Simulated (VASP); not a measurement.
Input of a VASP 6.6.1 run:

INCAR

```
SYSTEM = ZrO2
PREC = Accurate
ENCUT = 600
EDIFF = 1E-8
ISMEAR = 0
SIGMA = 0.01
LREAL = .FALSE.
LASPH = .TRUE.
NELM = 120
ALGO = Normal
ISIF = 2
LWAVE = .FALSE.
LCHARG = .TRUE.
GGA = PE
NBANDS = 19
IBRION = 8
NSW = 1
LEPSILON = .TRUE.
GGA_COMPAT = .FALSE.
```

The input KPOINTS:

```
regular mesh
0
G
  8 8 8
  0 0 0
```

The input POSCAR:

```
ZrO2
1.0
    0.0000000000      2.5579477472      2.5579477472
    2.5579477472      0.0000000000      2.5579477472
    2.5579477472      2.5579477472      0.0000000000
Zr O
1 2
Direct
    0.0000000000      0.0000000000      0.0000000000
    0.2500000000      0.2500000000      0.2500000000
    0.7500000000      0.7500000000      0.7500000000
```

Potentials or basis: VASP PAW PBE potentials, release 64 (Zr_sv, O).

Command:

```console
$ cat potpaw_PBE.64/Zr_sv/POTCAR potpaw_PBE.64/O/POTCAR > POTCAR
$ mpirun -np 1 vasp_std > vasp.out
```

Problem. Estimate the electronic dielectric tensor (diagonal).

Solution. 5.81.

Problem. What does it give for the Born charges (mean of the diagonal)?

Solution. Zr +5.75; O -2.87 e.

Problem. Estimate the highest phonon frequency at Γ, LO-TO splitting left out.

Solution. 550 cm⁻¹.

Electronic dielectric tensor:
```
5.81 0.00 0.00
0.00 5.81 0.00
0.00 0.00 5.81
```
